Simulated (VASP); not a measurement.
A run of VASP 6.6.1 is set up as follows.

Contents of INCAR:

```
SYSTEM = SnTe
PREC = Accurate
ENCUT = 520
EDIFF = 1E-6
ISMEAR = 0
SIGMA = 0.03
LREAL = .False.
LASPH = .True.
NELM = 80
ALGO = Normal
ISIF = 2
LWAVE = .False.
LCHARG = .True.
GGA = PE
LELF = .True.
LVHAR = .True.
NBANDS = 17
```

KPOINTS

```
Automatic mesh
0
Gamma
  10 10 10
  0 0 0
```

The input POSCAR:

```
SnTe
1.0
    0.0000000000      3.1565000000      3.1565000000
    3.1565000000      0.0000000000      3.1565000000
    3.1565000000      3.1565000000      0.0000000000
Sn Te
1 1
Direct
    0.0000000000      0.0000000000      0.0000000000
    0.5000000000      0.5000000000      0.5140010055
```

Potentials or basis: VASP PAW PBE potentials, release 64 (Sn_d, Te).

Command:

```sh
$ cat potpaw_PBE.64/Sn_d/POTCAR potpaw_PBE.64/Te/POTCAR > POTCAR
$ mpirun -np 1 vasp_std > vasp.out
```

(1) What does it give for the pressure?

(2) Predict the band gap on the k mesh.

Results:

(1) 2.0 GPa.

(2) 0.07 eV, direct.

Caveat: the cell differs from its parent crystal (all Te atoms moved +0.062 Å, as atom 2 along Cartesian [1 1 0]); spin-orbit coupling is left out, which moves the levels of the heavy elements.
